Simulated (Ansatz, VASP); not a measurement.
Sn3Se: VASP beside Ansatz

INCAR

```
SYSTEM = Sn3Se
  PREC = Accurate
  ENCUT = 520
  EDIFF = 1E-6
  ISMEAR = -1
  SIGMA = 0.05
  LREAL = .FALSE.
  LASPH = .TRUE.
  NELM = 60
  ALGO = Normal
  ISIF = 2
  LWAVE = .FALSE.
  LCHARG = .FALSE.
  GGA = PE
  NBANDS = 32
```

Contents of KPOINTS:

```
regular mesh
0
G
  6 6 6
  0 0 0
```

Contents of POSCAR:

```
Sn3Se
1.0
    0.0000000000      3.6569301267      3.6569301267
    3.6569301267      0.0000000000      3.6569301267
    3.6569301267      3.6569301267      0.0000000000
Sn Se
3 1
Direct
    0.5000000000      0.5000000000      0.5000000000
    0.7500000000      0.7500000000      0.7500000000
    0.2500000000      0.2500000000      0.2500000000
    0.0000000000      0.0000000000      0.0000000000
```

Contents of input.yaml:

```yaml
crystal:
  lattice:
    - [0.0, 3.6569301267, 3.6569301267]
    - [3.6569301267, 0.0, 3.6569301267]
    - [3.6569301267, 3.6569301267, 0.0]
  atoms:
    - { symbol: Sn, position: [0.5, 0.5, 0.5] }
    - { symbol: Sn, position: [0.75, 0.75, 0.75] }
    - { symbol: Sn, position: [0.25, 0.25, 0.25] }
    - { symbol: Se, position: [0.0, 0.0, 0.0] }
hamiltonian:
  xc: pbe
  pseudopotentials: { kind: paw }
kpoints:
  mp_grid: { grid: [6, 6, 6] }
scf:
  occupations: { method: fermi_dirac, width: 0.05 }
output:
  forces: true
  stress: true
  eigenvalues: true
```

Alike in both runs: task single point; functional PBE; k mesh 6 × 6 × 6; occupations fermi-dirac, width 0.05 eV; no spin polarisation.

|  | VASP | Ansatz |
| --- | --- | --- |
| version | VASP 6.6.1 | Ansatz 0.2.0 |
| potentials or method | VASP PAW PBE potentials, release 64 (Sn_d, Se) | Ansatz PAW |
| plane-wave cutoff (eV) | 520 | 420 |
| valence electrons in the cell | 48 | 58 |

VASP gave:

```
gap on the k mesh at the Fermi level (eV) : none
pressure (GPa)                            : 3.2
```

Problem. Which values does Ansatz return?

Solution. gap on the k mesh at the Fermi level (eV): none; pressure (GPa): 3.3.

A gap of «none» marks a metal or a gap that the smearing closes. The functional is the same, so the differences come from potentials, cutoffs and numerics. VASP's potentials hold 48 valence electrons a cell and Ansatz's 58, so a difference there can come from the potentials and not from the codes.
